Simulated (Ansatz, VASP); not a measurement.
# LaF5: VASP beside Ansatz

```
La F
1.0
     4.34998    0.00000    0.00000
    -2.17499    3.76719    0.00000
     0.00000    0.00000    5.97406
La F
1 5
Direct
  0.33333 0.66667 0.50000
  0.87051 0.12949 0.50000
  0.87051 0.74101 0.50000
  0.25899 0.12949 0.50000
  0.33333 0.66667 0.00000
  0.66667 0.33333 0.00000
```

Alike in both runs: task relaxation of cell and atoms; functional PBE; k mesh 6 × 6 × 4; occupations gaussian, width 0.1 eV; no spin polarisation.

|  | VASP | Ansatz |
| --- | --- | --- |
| version | VASP 6.6.1 | Ansatz 0.2.0 |
| potentials or method | VASP PAW PBE potentials, release 64 (La, F), cutoff 600 eV | scalar-relativistic, plane waves, PAW |
| valence electrons in the cell | 46 | 46 |

Ansatz gave:

| Quantity | Value |
| --- | --- |
| gap on the k mesh at the Fermi level, each at its own relaxed structure (eV) | none |
| relaxed volume (Å³/atom) | 16.55 |
| relaxed length of the cell vector where the two differ most in proportion (Å) | 4.946 |

Which values does VASP return?

gap on the k mesh at the Fermi level, each at its own relaxed structure (eV): none; relaxed volume (Å³/atom): 16.34; relaxed length of the cell vector where the two differ most in proportion (Å): 4.921.

A gap of «none» marks a metal or a gap that the smearing closes.

Spin-orbit coupling is off throughout.
